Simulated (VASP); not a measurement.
MgO, 2 atoms in the cell. It takes space group Fm-3m (No. 225, cubic). Conventional cell: a = 4.143 Å, b = 4.143 Å, c = 4.143 Å, α = 90.00°, β = 90.00°, γ = 90.00°. Mg (site symmetry m-3m) has 6 O at 2.07 Å within 2.7 Å. O (site symmetry m-3m) has 6 Mg at 2.07 Å within 2.7 Å. 

```yaml
Program: VASP 6.6.1
Task: single point
Functional: LDA
Potentials_or_basis: VASP PAW LDA potentials, release 64 (Mg, O)
Cutoff: 520 eV
k_mesh: 10 × 10 × 10
Occupations: gaussian, width 0.01 eV
Spin: no spin polarisation
Dipole_correction: no
Further_INCAR_settings: ALGO = Normal; EDIFF = 1e-07; NBANDS = 11
```

Potentials or basis: VASP PAW LDA potentials, release 64 (Mg, O).

Launch:

```console
$ cat potpaw_LDA.64/Mg/POTCAR potpaw_LDA.64/O/POTCAR > POTCAR
$ mpirun -np 1 vasp_std > vasp.out
```

Hardware: 1 thread of AMD EPYC 9R45 96-Core Processor (Zen 5), on a shared host.

Q: How long does it take, and how much memory?

A: It took 5.4 s on 1 thread of AMD EPYC 9R45 96-Core Processor (Zen 5), on a shared host, peak memory 0.1 GiB. Counts: scf iterations 12, k points 47.
